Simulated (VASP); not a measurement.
A run of VASP 6.6.1 is set up as follows.

INCAR

```
PREC = Accurate
ENCUT = 600
EDIFF = 1E-7
ISMEAR = 0
SIGMA = 0.02
LREAL = False
LASPH = True
NELM = 60
ALGO = Normal
ISIF = 3
LWAVE = False
LCHARG = False
GGA = PE
IVDW = 12
IBRION = 2
NSW = 100
EDIFFG = -0.005
```

Contents of KPOINTS:

```
regular mesh
0
Gamma
  6 6 6
```

The input POSCAR:

```
CdS
1.0
    4.2611695877      0.0000000000      0.0000000000
   -2.1305847939      3.6902811128      0.0000000000
    0.0000000000      0.0000000000      5.8041729400
Cd S
1 1
Direct
    0.0000000000      0.0000000000      0.4426919200
    0.6666666700      0.3333333300      0.4343080800
```

Potentials or basis: VASP PAW PBE potentials, release 64 (Cd, S).

The run is started by

```sh
$ cat potpaw_PBE.64/Cd/POTCAR potpaw_PBE.64/S/POTCAR > POTCAR
$ mpirun -np 1 vasp_std > vasp.out
```

(1) Predict the dispersion energy per atom.

(2) Estimate the relaxed volume.

Results:

(1) -0.270 eV.

(2) 27.88 Å³/atom.

Caveat: the volume moved by over 15 % at a fixed basis, so the end points are rough.
